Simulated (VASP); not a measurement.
Here is a VASP 6.6.1 calculation.

Contents of INCAR:

```
SYSTEM = Sb
PREC = Accurate ; ENCUT = 520
EDIFF = 1E-6 ; ISMEAR = -1
SIGMA = 0.1 ; LREAL = .FALSE.
LASPH = .TRUE. ; NELM = 80
ALGO = Normal ; ISIF = 2
LWAVE = .FALSE. ; LCHARG = .FALSE.
GGA = PS ; NBANDS = 12
```

File KPOINTS:

```
regular mesh
0
G
  13 13 7
  0 0 0
```

File POSCAR:

```
Sb
1.0
    2.4750484877      0.0000000000      0.0000000000
   -1.2375242438      2.1434548659      0.0000000000
    0.0000000000      0.0000000000      3.9396567784
Sb
2
Direct
    0.3333333333      0.6666666667      0.2500000000
    0.6666666667      0.3333333333      0.7500000000
```

Potentials or basis: VASP PAW PBE potentials, release 64 (Sb).

The run is started by

```console
$ cat potpaw_PBE.64/Sb/POTCAR > POTCAR
$ mpirun -np 1 vasp_std > vasp.out
```

Task: What does it give for the band gap on the k mesh?

Result: Zero (band 5 reaches 36.66 eV, above the bottom of band 6 at 20.91 eV).

Task: Estimate the pressure.

Result: 539.7 GPa.

Stress tensor (GPa, compression positive):
```
540.14   0.00   0.00
  0.00 540.14   0.00
  0.00   0.00 538.94
```

Caveat: the PAW data sets were made with another functional, which shifts forces and pressure a little; spin-orbit coupling is left out, which moves the levels of the heavy elements.
